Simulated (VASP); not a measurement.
Here is a VASP 6.6.1 calculation.

INCAR

```
SYSTEM = Al2Ni
ALGO = Fast
EDIFF = 1E-6
EDIFFG = -0.01
ENCUT = 600
GGA = PE
IBRION = 2
ISIF = 3
ISMEAR = 0
LASPH = .TRUE.
LCHARG = .FALSE.
LREAL = .FALSE.
LWAVE = .FALSE.
NELM = 80
NSW = 100
PREC = Accurate
SIGMA = 0.1
```

The input KPOINTS:

```
k-points
0
G
  18 18 8
  0 0 0
```

The input POSCAR:

```
Al2Ni
1.0
    2.8190559744      0.0000000000      0.0000000000
   -1.4095279872      2.4413740886      0.0000000000
    0.0000000000      0.0000000000      6.0438253843
Al Ni
2 1
Direct
    0.6666666667      0.3333333333      0.8104114094
    0.3333333333      0.6666666667      0.1895885906
    0.0000000000      0.0000000000      0.5000000000
```

Potentials or basis: VASP PAW PBE potentials, release 64 (Al, Ni).

Run with:

```console
$ cat potpaw_PBE.64/Al/POTCAR potpaw_PBE.64/Ni/POTCAR > POTCAR
$ mpirun -np 1 vasp_std > vasp.out
```

Q: What does it give for the band gap on the k mesh?

A: Zero (band 8 reaches 9.39 eV, above the bottom of band 9 at 8.05 eV).

Q: Estimate the space group after relaxing (to 0.05 Å).

A: P-3m1 (No. 164).

Q: What does it give for the relaxed cell?

A: a = 2.808 Å, b = 2.808 Å, c = 6.094 Å, α = 90.00°, β = 90.00°, γ = 120.00°.

Q: Estimate the relaxed volume.

A: 13.87 Å³/atom.

The path:
```tsv
step	energy change (eV)	largest force (eV/Å)	pressure (GPa)	volume (Å³)
1	0.0000	0.1945	0.18	41.60
2	-0.0049	0.0862	-0.36	41.69
3	-0.0053	0.0500	-0.28	41.72
4	-0.0053	0.0451	-0.22	41.72
5	-0.0055	0.0001	0.03	41.61
```

Spin polarisation is off, so any magnetic state and its effect on volume and gap are missing.
